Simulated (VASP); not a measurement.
Crystal: BN.

```
B N
1.0
     0.00000    1.74583    1.74583
     1.74583    0.00000    1.74583
     1.74583    1.74583    0.00000
B N
1 1
Direct
  0.00000 0.00000 0.00000
  0.50000 0.50000 0.50000
```

Base run:

```yaml
Program: VASP 6.6.1
Functional: r2SCAN
Potentials_or_basis: VASP PAW PBE potentials, release 64 (B, N)
Cutoff: 520 eV
k_mesh: 12 × 12 × 12
Occupations: gaussian, width 0.01 eV
Spin: no spin polarisation
```

Its results: band gap on the k mesh 1.33 eV, indirect (least direct gap 6.51 eV); pressure 0.5 GPa.

Problem. The run is repeated on the same cell with these changes: functional from r2SCAN to LDA; potentials or basis from VASP PAW PBE potentials, release 64 (B, N) to VASP PAW LDA potentials, release 64 (B, N). What comes out?

Solution. Band gap on the k mesh 1.35 eV, indirect (least direct gap 5.72 eV); pressure -10.3 GPa.

Caveats: the PAW data sets were made with another functional, which shifts forces and pressure a little (some runs).

A k mesh can miss the band edges.
